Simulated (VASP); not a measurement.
Here is a VASP 6.6.1 calculation.

INCAR

```
ALGO = Normal ; EDIFF = 1E-6
ENCUT = 520 ; GGA = PS
ISIF = 2 ; ISMEAR = 0
LASPH = T ; LCHARG = F
LREAL = F ; LWAVE = F
NBANDS = 16 ; NELM = 80
PREC = Accurate ; SIGMA = 0.01
```

Contents of KPOINTS:

```
k-points
0
Gamma
  8 8 8
```

POSCAR

```
ZnSe
1.0
    0.0000000000      2.6381625460      2.6381625460
    2.6381625460      0.0000000000      2.6381625460
    2.6381625460      2.6381625460      0.0000000000
Zn Se
1 1
Direct
    0.0000000000      0.0000000000      0.0000000000
    0.7500000000      0.7500000000      0.7500000000
```

Potentials or basis: VASP PAW PBE potentials, release 64 (Zn, Se).

The run is started by

```sh
$ cat potpaw_PBE.64/Zn/POTCAR potpaw_PBE.64/Se/POTCAR > POTCAR
$ mpirun -np 1 vasp_std > vasp.out
```

(1) Predict the band gap on the k mesh.

(2) What does it give for the pressure?

Results:

(1) 2.09 eV, direct.

(2) 20.5 GPa.

Caveat: the PAW data sets were made with another functional, which shifts forces and pressure a little.
